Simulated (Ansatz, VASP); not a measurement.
CdSe in VASP and in Ansatz

```
Cd Se
1.0
     0.00000    3.07027    3.07027
     3.07027    0.00000    3.07027
     3.07027    3.07027    0.00000
Cd Se
1 1
Cartesian
  0.0000 0.0000 0.0000
  1.5351 1.5351 1.5351
```

Alike in both runs: functional PBEsol-based screened hybrid; k mesh 4 × 4 × 4; occupations fermi-dirac, width 0.05 eV; no spin polarisation.

```csv
,VASP,Ansatz
version,VASP 6.6.1,Ansatz 0.2.0
potentials or method,"VASP PAW PBE potentials, release 64 (Cd, Se)",Ansatz PAW
plane-wave cutoff (eV),520,420
valence electrons in the cell,18,36
task,single point,band structure
```

Ansatz gave:

* gap on the k mesh at the Fermi level (eV): 1.35
* least direct gap on the mesh (eV): 1.35
* pressure (GPa): -1.7

Question: Estimate VASP's values.

Answer: gap on the k mesh at the Fermi level (eV): 1.35; least direct gap on the mesh (eV): 1.35; pressure (GPa): -1.5.

VASP's potentials were made for PBE, not for PBEsol-based screened hybrid. With one functional, cell and mesh, what is left measures potentials, basis and numerics. VASP's potentials hold 18 valence electrons a cell and Ansatz's 36, so a difference there can come from the potentials and not from the codes.

The k mesh is coarse, so the values compare programs but aren't converged.
